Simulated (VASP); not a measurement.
Input of a VASP 6.6.1 run:

File INCAR:

```
SYSTEM = Mg4Se
ALGO = Normal
EDIFF = 1E-6
ENCUT = 600
GGA = PE
GGA_COMPAT = .False.
ISIF = 2
ISMEAR = 0
LASPH = .True.
LCHARG = .True.
LELF = .True.
LREAL = .False.
LVHAR = .True.
LWAVE = .False.
NBANDS = 15
NELM = 120
PREC = Accurate
SIGMA = 0.2
```

KPOINTS

```
k-points
0
Gamma
  4 4 4
  0 0 0
```

POSCAR

```
Mg4Se
1.0
    5.1105500043      0.0000000000      0.0000000000
    0.0000000000      5.1105500043      0.0000000000
    0.0000000000      0.0000000000      5.1105500043
Mg Se
4 1
Direct
    0.2898675897      0.2898675897      0.2898675897
    0.7101324103      0.7101324103      0.2898675897
    0.2898675897      0.7101324103      0.7101324103
    0.7101324103      0.2898675897      0.7101324103
    0.0000000000      0.0000000000      0.0000000000
```

Potentials or basis: VASP PAW PBE potentials, release 64 (Mg, Se).

Run with:

```bash
$ cat potpaw_PBE.64/Mg/POTCAR potpaw_PBE.64/Se/POTCAR > POTCAR
$ mpirun -np 1 vasp_std > vasp.out
```

(1) What does it give for the band gap on the k mesh?

(2) Predict the largest force.

(3) Predict the pressure.

Results:

(1) zero (bands 7 and 8 overlap by 2.61 eV).

(2) 0.038 eV/Å.

(3) 0.1 GPa.
